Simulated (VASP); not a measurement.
Write the native input for VASP 6.6.1 that does the following.

```yaml
Task: single point
Functional: r2SCAN
Potentials_or_basis: VASP PAW PBE potentials, release 64 (Mn_pv, S)
Cutoff: 520 eV
k_mesh: 12 × 12 × 12
Occupations: gaussian, width 0.02 eV
Spin: collinear spin, ferromagnetic start
Starting_moments: "[4.76, 0.12] μB"
Dipole_correction: no
Further_INCAR_settings: ALGO = Normal; EDIFF = 1e-06; NBANDS = 20
```

Crystal: MnS.

```
CELL_PARAMETERS angstrom
0.00000 2.70558 2.70558
2.70558 0.00000 2.70558
2.70558 2.70558 0.00000
ATOMIC_POSITIONS crystal
Mn 0.00000 0.00000 0.00000
S 0.25000 0.25000 0.25000
```

These files were run (other wordings do the same):

POSCAR

```
MnS
1.0
    0.0000000000      2.7055780572      2.7055780572
    2.7055780572      0.0000000000      2.7055780572
    2.7055780572      2.7055780572      0.0000000000
Mn S
1 1
Direct
    0.0000000000      0.0000000000      0.0000000000
    0.2500000000      0.2500000000      0.2500000000
```

INCAR.step1

```
PREC     = Accurate       # precision mode
ENCUT    = 520            # plane-wave cutoff, eV
ISMEAR   = 0              # smearing method
SIGMA    = 0.02           # smearing width, eV
LREAL    = F              # projectors in reciprocal space
LASPH    = T              # aspherical terms in the spheres
NELM     = 150            # most SCF steps
ISPIN    = 2              # spin polarisation
MAGMOM   = 4.76 0.12      # initial moments
LMAXMIX  = 4              # l up to which the mixer works
NBANDS   = 20             # bands
GGA      = PE             # functional
ALGO     = Normal         # electronic algorithm
EDIFF    = 1E-4           # SCF threshold, eV
LWAVE    = T              # write WAVECAR
LCHARG   = F              # write CHGCAR
```

INCAR.step2

```
PREC     = Accurate       # precision mode
ENCUT    = 520            # plane-wave cutoff, eV
EDIFF    = 1E-6           # SCF threshold, eV
ISMEAR   = 0              # smearing method
SIGMA    = 0.02           # smearing width, eV
LREAL    = F              # projectors in reciprocal space
LASPH    = T              # aspherical terms in the spheres
NELM     = 150            # most SCF steps
ALGO     = Normal         # electronic algorithm
ISIF     = 2              # what is computed and relaxed
LWAVE    = F              # write WAVECAR
LCHARG   = T              # write CHGCAR
ISPIN    = 2              # spin polarisation
MAGMOM   = 4.76 0.12      # initial moments
LORBIT   = 11             # projections on sites
LMAXMIX  = 4              # l up to which the mixer works
METAGGA  = R2SCAN         # meta-GGA
LMIXTAU  = T            
LELF     = T              # ELF
LVHAR    = T            
NBANDS   = 20             # bands
ISTART   = 1
```

KPOINTS

```
Automatic mesh
0
Gamma
  12 12 12
```

Potentials or basis: VASP PAW PBE potentials, release 64 (Mn_pv, S).

Launch:

```console
$ cat potpaw_PBE.64/Mn_pv/POTCAR potpaw_PBE.64/S/POTCAR > POTCAR
$ cp INCAR.step1 INCAR
$ mpirun -np 1 vasp_std > vasp.out
$ cp INCAR.step2 INCAR
$ mpirun -np 1 vasp_std > vasp.out
```

Results of the run:

| Property | Result |
| --- | --- |
| Pressure | 10.7 GPa |
| Band gap on the k mesh | zero (filled and empty bands overlap) |
| Net moment | 4.98 μB per cell |
| Site moments | Mn +4.41; S +0.09 μB |
| Valence electrons inside the program's atomic spheres | Mn 11.47; S 3.85 |

Caveat: the cell stands under pressure; the PAW data sets were made with another functional, which shifts forces and pressure a little; a cell with one magnetic atom can't hold antiferromagnetic order, which such compounds often take; semilocal functionals often make such compounds metallic where correlation or magnetic order opens a gap, which also shifts bond lengths.

Run time: 8.8 min on 1 thread of Intel Xeon 8259CL, with other jobs on the host, peak memory 0.24 GiB.
